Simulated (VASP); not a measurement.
A run of VASP 6.6.1 is set up as follows.

The input INCAR:

```
SYSTEM = InPd
ALGO = Normal
EDIFF = 1E-6
ENCUT = 520
GGA = PS
ISIF = 2
ISMEAR = -1
LASPH = .TRUE.
LCHARG = .TRUE.
LELF = .TRUE.
LREAL = .FALSE.
LVHAR = .TRUE.
LWAVE = .FALSE.
NBANDS = 18
NELM = 80
PREC = Accurate
SIGMA = 0.05
```

The input KPOINTS:

```
k-points
0
G
  8 8 8
  0 0 0
```

Contents of POSCAR:

```
InPd
1.0
    3.2050928798      0.0000000000      0.0000000000
    0.0000000000      3.2050928798      0.0000000000
    0.0000000000      0.0000000000      3.2050928798
In Pd
1 1
Direct
    0.0000000000      0.0000000000      0.0000000000
    0.5000000000      0.5000000000      0.5000000000
```

Potentials or basis: VASP PAW PBE potentials, release 64 (In_d, Pd).

Run with:

```console
$ cat potpaw_PBE.64/In_d/POTCAR potpaw_PBE.64/Pd/POTCAR > POTCAR
$ mpirun -np 1 vasp_std > vasp.out
```

Q: Predict the pressure.

A: 6.2 GPa.

Caveat: the PAW data sets were made with another functional, which shifts forces and pressure a little.
